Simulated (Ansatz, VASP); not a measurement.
MnO in VASP and in Ansatz

File INCAR:

```
SYSTEM = MnO
PREC = Accurate
ENCUT = 520
EDIFF = 1E-7
ISMEAR = 0
SIGMA = 0.05
LREAL = .False.
LASPH = .True.
NELM = 100
ALGO = Normal
ISIF = 2
LWAVE = .False.
LCHARG = .False.
ISPIN = 2
MAGMOM = 4 0
LORBIT = 11
LMAXMIX = 4
GGA = CA
NBANDS = 20
```

Contents of KPOINTS:

```
regular mesh
0
Gamma
  10 10 10
  0 0 0
```

The input POSCAR:

```
MnO
3.1451
    0.000000000000      0.707102382373      0.707102382373
    0.707102382373      0.000000000000      0.707102382373
    0.707102382373      0.707102382373      0.000000000000
Mn O
1 1
Direct
    0.0000000000      0.0000000000      0.0000000000
    0.5000000000      0.5000000000      0.5000000000
```

input.yaml

```yaml
crystal:
  lattice:
    - [0.0, 2.2239077028, 2.2239077028]
    - [2.2239077028, 0.0, 2.2239077028]
    - [2.2239077028, 2.2239077028, 0.0]
  atoms:
    - { symbol: Mn, position: [0.0, 0.0, 0.0], spin: 4.0 }
    - { symbol: O, position: [0.5, 0.5, 0.5] }
hamiltonian:
  xc: lda
  pseudopotentials: { kind: paw }
magnetization:
  spin_polarized: true
kpoints:
  mp_grid: { grid: [10, 10, 10] }
scf:
  occupations: { method: gaussian, width: 0.05 }
output:
  forces: true
  stress: true
  eigenvalues: true
```

Alike in both runs: task single point; functional LDA; k mesh 10 × 10 × 10; occupations gaussian, width 0.05 eV; collinear spin, ferromagnetic start.

```csv
,VASP,Ansatz
version,VASP 6.6.1,Ansatz 0.2.0
potentials or method,"VASP PAW LDA potentials, release 64 (Mn_pv, O)",Ansatz PAW
plane-wave cutoff (eV),520,420
valence electrons in the cell,19,21
```

|  | VASP | Ansatz | Ansatz less VASP |
| --- | --- | --- | --- |
| gap on the k mesh at the Fermi level (eV) | none | none | - |
| pressure (GPa) | -17.8 | -16.4 | +1.43 |
| net moment per atom (μB) | 2.26 | 2.31 | +0.046 |
| size of the moment on the site where the two differ most (μB) | 4.11 | 3.92 | -0.195 |

LDA's correlation is that of Perdew and Zunger in VASP and of Perdew and Wang (1992) in Ansatz. Site moments also hang on the region over which each program counts them. A gap of «none» marks a metal or a gap that the smearing closes. VASP's potentials hold 19 valence electrons a cell and Ansatz's 21, so a difference there can come from the potentials and not from the codes.
